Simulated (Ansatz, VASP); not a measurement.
# One calculation of GaP, two programs

File INCAR:

```
SYSTEM = GaP
PREC     = Accurate       ! precision mode
ENCUT    = 500            ! plane-wave cutoff, eV
EDIFF    = 1E-6           ! SCF threshold, eV
ISMEAR   = 0              ! smearing method
SIGMA    = 0.01           ! smearing width, eV
LREAL    = .FALSE.        ! projectors in reciprocal space
LASPH    = .TRUE.         ! aspherical terms in the spheres
NELM     = 120            ! most SCF steps
ALGO     = Normal         ! electronic algorithm
ISIF     = 2              ! what is computed and relaxed
LWAVE    = .FALSE.        ! write WAVECAR
LCHARG   = .FALSE.        ! write CHGCAR
GGA      = PE             ! functional
NBANDS   = 16             ! bands
GGA_COMPAT= .FALSE.
```

The input KPOINTS:

```
Automatic mesh
0
G
  8 8 8
  0 0 0
```

File POSCAR:

```
GaP
1.0
    0.0000000000      2.7529819216      2.7529819216
    2.7529819216      0.0000000000      2.7529819216
    2.7529819216      2.7529819216      0.0000000000
Ga P
1 1
Direct
    0.0000000000      0.0000000000      0.0000000000
    0.2500000000      0.2500000000      0.2500000000
```

Input for Ansatz:

```yaml
crystal:
  lattice:
    - [0.0, 2.7529819224, 2.7529819224]
    - [2.7529819224, 0.0, 2.7529819224]
    - [2.7529819224, 2.7529819224, 0.0]
  atoms:
    - { symbol: Ga, position: [0.0, 0.0, 0.0] }
    - { symbol: P, position: [0.25, 0.25, 0.25] }
basis:
  ecutwfc: 420
kpoints:
  mp_grid: { grid: [8, 8, 8] }
  band_path:
    path:
      - [0.0, 0.0, 0.0]
      - [0.0, 0.0, 0.0]
      - [0.0, 0.0, 0.0]
      - [0.0, 0.0, 0.0]
      - [0.0, 0.0, 0.0]
      - [0.0, 0.0, 0.0]
      - [0.0, 0.0, 0.0]
      - [0.0, 0.0, 0.0]
      - [0.0, 0.0, 0.0]
      - [0.0, 0.0, 0.0]
      - [0.0, 0.0, 0.0]
      - [0.0, 0.0, 0.0]
      - [0.0, 0.0, 0.0]
      - [0.0, 0.0, 0.0]
      - [0.0, 0.0, 0.0]
      - [0.0, 0.0, 0.0]
      - [0.0, 0.0, 0.0]
      - [0.0, 0.0, 0.0]
      - [0.0, 0.0, 0.0]
      - [0.0, 0.0, 0.0]
      - [0.0, 0.0, 0.0]
      - [0.0, 0.0, 0.0]
      - [0.0, 0.0, 0.0]
      - [0.0, 0.0, 0.0]
      - [0.0, 0.0, 0.0]
      - [0.0, 0.0, 0.0]
      - [0.3, 0.3, 0.0]
      - [0.3166666667, 0.3166666667, 0.0]
      - [0.3333333333, 0.3333333333, 0.0]
      - [0.35, 0.35, 0.0]
      - [0.3666666667, 0.3666666667, 0.0]
      - [0.3833333333, 0.3833333333, 0.0]
      - [0.4, 0.4, 0.0]
      - [0.4166666667, 0.4166666667, 0.0]
      - [0.4333333333, 0.4333333333, 0.0]
      - [0.45, 0.45, 0.0]
      - [0.4666666667, 0.4666666667, 0.0]
      - [0.4833333333, 0.4833333333, 0.0]
      - [0.5, 0.5, 0.0]
      - [0.5, 0.5, 0.5]
      - [0.5, 0.5, 0.5]
      - [0.5, 0.5, 0.5]
      - [0.5, 0.5, 0.5]
      - [0.5, 0.5, 0.5]
      - [0.5, 0.5, 0.5]
      - [0.5, 0.5, 0.5]
      - [0.5, 0.5, 0.5]
      - [0.5, 0.5, 0.5]
      - [0.5, 0.5, 0.5]
      - [0.5, 0.5, 0.5]
      - [0.5, 0.5, 0.5]
      - [0.5, 0.5, 0.5]
    npoints: 1
hamiltonian:
  xc: pbe
  pseudopotentials: { kind: paw }
scf:
  occupations: { method: fixed }
  n_extra_bands: 5
output:
  eigenvalues: true
```

Alike in both runs: task single point; functional PBE; k mesh 8 × 8 × 8; no spin polarisation.

```csv
,VASP,Ansatz
version,VASP 6.6.1,Ansatz 0.2.0
potentials or method,"VASP PAW PBE potentials, release 64 (Ga_d, P), cutoff 500 eV","scalar-relativistic, plane waves, PAW"
occupations,"gaussian, width 0.01 eV",fixed
valence electrons in the cell,18,18
```

|  | VASP | Ansatz | Ansatz less VASP |
| --- | --- | --- | --- |
| gap on the k mesh at the Fermi level (eV) | 1.58 | 1.58 | +0.003 |
| least direct gap on the mesh (eV) | 1.58 | 1.58 | +0.003 |
